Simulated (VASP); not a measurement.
A run of VASP 6.6.1:

The input INCAR:

```
SYSTEM = CsRh2
ALGO = Fast
EDIFF = 1E-7
ENCUT = 520
GGA = PE
ISIF = 2
ISMEAR = 0
LASPH = .TRUE.
LCHARG = .TRUE.
LELF = .TRUE.
LREAL = .FALSE.
LVHAR = .TRUE.
LWAVE = .FALSE.
NBANDS = 48
NELM = 80
PREC = Accurate
SIGMA = 0.1
```

KPOINTS

```
k-points
0
G
  8 8 8
  0 0 0
```

File POSCAR:

```
CsRh2
1.0
    0.0000000000      4.0284723094      4.0284723094
    4.0284723094      0.0000000000      4.0284723094
    4.0284723094      4.0284723094      0.0000000000
Cs Rh
2 4
Direct
    0.5000000000      0.5000000000      0.5000000000
    0.7500000000      0.7500000000      0.7500000000
    0.1250000000      0.1250000000      0.1250000000
    0.6250000000      0.1250000000      0.1250000000
    0.1250000000      0.1250000000      0.6250000000
    0.1250000000      0.6250000000      0.1250000000
```

Potentials or basis: VASP PAW PBE potentials, release 64 (Cs_sv, Rh_pv).

The run is started by

```sh
$ cat potpaw_PBE.64/Cs_sv/POTCAR potpaw_PBE.64/Rh_pv/POTCAR > POTCAR
$ mpirun -np 1 vasp_std > vasp.out
```

Hardware: 1 thread of AMD EPYC 9R45 96-Core Processor (Zen 5) (shared host).

Task: Estimate the wall time of this run.

Result: Wall time 2.4 min on 1 thread of AMD EPYC 9R45 96-Core Processor (Zen 5), with other jobs on the host, peak memory 0.3 GiB. Counts: scf iterations 16, k points 29.
